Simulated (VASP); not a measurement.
A run of VASP 6.6.1 is set up as follows.

File INCAR:

```
SYSTEM = La
  PREC = Accurate
  ENCUT = 520
  EDIFF = 1E-6
  ISMEAR = -1
  SIGMA = 0.1
  LREAL = .False.
  LASPH = .True.
  NELM = 100
  ALGO = Normal
  ISIF = 2
  LWAVE = .False.
  LCHARG = .True.
  GGA = PE
  LELF = .True.
  LVHAR = .True.
  NBANDS = 30
```

Contents of KPOINTS:

```
Automatic mesh
0
Gamma
  2 2 1
  0 0 0
```

The input POSCAR:

```
La
1.0
    3.7726980145      0.0000000000      0.0000000000
   -1.8863490072      3.2672523214      0.0000000000
    0.0000000000      0.0000000000     12.1127038589
La
4
Direct
    0.0000000000      0.0000000000      0.0000000000
    0.0000000000      1.0000000000      0.5000000000
    0.3333333333      0.6666666667      0.7500000000
    0.6666666667      0.3333333333      0.2500000000
```

Potentials or basis: VASP PAW PBE potentials, release 64 (La).

Run with:

```console
$ cat potpaw_PBE.64/La/POTCAR > POTCAR
$ mpirun -np 1 vasp_std > vasp.out
```

Q: Estimate the band gap on the k mesh.

A: Zero (bands 22 and 23 overlap by 0.76 eV).

Q: What does it give for the pressure?

A: -6.4 GPa.

Stress tensor (GPa, compression positive):
```
-12.76   0.00   0.00
  0.00 -12.76   0.00
  0.00   0.00   6.48
```

Caveat: the k points lie up to 0.96 Å⁻¹ apart, too coarse for converged energies and pressures of a metal; spin-orbit coupling is left out, which moves the levels of the heavy elements.
